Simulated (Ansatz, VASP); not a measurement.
**HfO2 in VASP and in Ansatz**

Contents of INCAR:

```
PREC     = Accurate       # precision mode
ENCUT    = 520            # plane-wave cutoff, eV
EDIFF    = 1E-7           # SCF threshold, eV
ISMEAR   = 0              # smearing method
SIGMA    = 0.05           # smearing width, eV
LREAL    = F              # projectors in reciprocal space
LASPH    = T              # aspherical terms in the spheres
NELM     = 100            # most SCF steps
ALGO     = Normal         # electronic algorithm
ISIF     = 2              # what is computed and relaxed
LWAVE    = F              # write WAVECAR
LCHARG   = F              # write CHGCAR
GGA      = PE             # functional
NBANDS   = 31             # bands
```

KPOINTS

```
regular mesh
0
Gamma
  6 6 6
```

The input POSCAR:

```
HfO2
1.0
    0.0000000000     -2.5489194559     -2.5489194559
    0.0000000000      2.5489194559     -2.5489194559
    5.0978389119      0.0000000000      0.0000000000
Hf O
2 4
Direct
    0.5154182981      0.4845817019      0.5000000000
   -0.0154182981      0.0154182981      0.0000000000
    0.0001124678      0.5001124678      0.6807942040
    0.4998875322     -0.0001124678      0.3192057960
    0.0001124678      0.5001124678      0.1807942040
    0.4998875322     -0.0001124678      0.8192057960
```

Input for Ansatz:

```yaml
crystal:
  lattice:
    - [0.0, -2.5489194559, -2.5489194559]
    - [0.0, 2.5489194559, -2.5489194559]
    - [5.0978389119, 0.0, 0.0]
  atoms:
    - { symbol: Hf, position: [0.5154182981, 0.4845817019, 0.5] }
    - { symbol: Hf, position: [-0.0154182981, 0.0154182981, 0.0] }
    - { symbol: O, position: [0.0001124678, 0.5001124678, 0.680794204] }
    - { symbol: O, position: [0.4998875322, -0.0001124678, 0.319205796] }
    - { symbol: O, position: [0.0001124678, 0.5001124678, 0.180794204] }
    - { symbol: O, position: [0.4998875322, -0.0001124678, 0.819205796] }
basis:
  ecutwfc: 520.0
kpoints:
  mp_grid: { grid: [6, 6, 6] }
hamiltonian:
  xc: pbe
  pseudopotentials: { kind: paw, azcp: { folder: soft_1 } }
scf:
  occupations: { method: gaussian, width: 0.05 }
output:
  forces: true
  stress: true
  eigenvalues: true
```

Change from the starting cell: mode 1 frozen in at -0.353 Å and mode 5 at -0.079 Å (largest displacements).

Alike in both runs: task single point; functional PBE; k mesh 6 × 6 × 6; occupations gaussian, width 0.05 eV; no spin polarisation.

|  | VASP | Ansatz |
| --- | --- | --- |
| version | VASP 6.6.1 | Ansatz 0.2.0 |
| potentials or method | VASP PAW PBE potentials, release 64 (Hf_pv, O), cutoff 520 eV | scalar-relativistic, plane waves, PAW |
| valence electrons in the cell | 44 | 76 |

```tsv
	VASP	Ansatz	Ansatz less VASP
gap on the k mesh at the Fermi level (eV)	4.40	4.45	+0.044
least direct gap on the mesh (eV)	4.51	4.56	+0.040
pressure (GPa)	8.9	12.2	+3.31
traceless stress, the component that is largest in VASP (GPa)	7.50	7.18	-0.323
rms of the force components (eV/Å)	0.612	0.627	+0.0145
```

Atom by atom the forces differ by 0.024 eV/Å (rms over components). VASP's potentials hold 44 valence electrons a cell and Ansatz's 76, so a difference there can come from the potentials and not from the codes.

Spin-orbit coupling is off throughout.
